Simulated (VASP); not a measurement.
Input of a VASP 6.6.1 run:

Contents of POSCAR:

```
LiBr
1.0
    0.0000000000      2.7445000000      2.7445000000
    2.7445000000      0.0000000000      2.7445000000
    2.7445000000      2.7445000000      0.0000000000
Li Br
1 1
Direct
    0.0000000000      0.0000000000      0.0000000000
    0.5000000000      0.5000000000      0.5000000000
```

File INCAR.step1:

```
SYSTEM = LiBr
PREC = Accurate
ENCUT = 830
ISMEAR = 0
SIGMA = 0.02
LREAL = .FALSE.
LASPH = .TRUE.
NELM = 120
GGA = PE
ALGO = Normal
EDIFF = 1E-5
LWAVE = .TRUE.
LCHARG = .FALSE.
GGA_COMPAT = .FALSE.
IBRION = 2
ISIF = 3
EDIFFG = -0.005
NELMIN = 4
NSW = 100
```

The input INCAR.step2:

```
SYSTEM = LiBr
PREC = Accurate
ENCUT = 830
EDIFF = 1E-7
ISMEAR = 0
SIGMA = 0.02
LREAL = .FALSE.
LASPH = .TRUE.
NELM = 120
ALGO = Normal
ISIF = 3
LWAVE = .FALSE.
LCHARG = .FALSE.
METAGGA = R2SCAN
LMIXTAU = .TRUE.
IBRION = 2
NSW = 100
EDIFFG = -0.005
ISTART = 1
GGA_COMPAT = .FALSE.
NELMIN = 4
```

KPOINTS

```
Automatic mesh
0
G
  8 8 8
  0 0 0
```

Potentials or basis: VASP PAW PBE potentials, release 64 (Li_sv, Br).

The run is started by

```sh
$ cat potpaw_PBE.64/Li_sv/POTCAR potpaw_PBE.64/Br/POTCAR > POTCAR
$ cp INCAR.step1 INCAR
$ mpirun -np 1 vasp_std > vasp.out
$ cp INCAR.step2 INCAR
$ mpirun -np 1 vasp_std > vasp.out
```

(1) Estimate the relaxed cell.

(2) What does it give for the relaxed volume?

## Answers

(1) a = 3.856 Å, b = 3.856 Å, c = 3.856 Å, α = 60.00°, β = 60.00°, γ = 60.00°.

(2) 20.26 Å³/atom.

Caveat: the PAW data sets were made with another functional, which shifts forces and pressure a little.
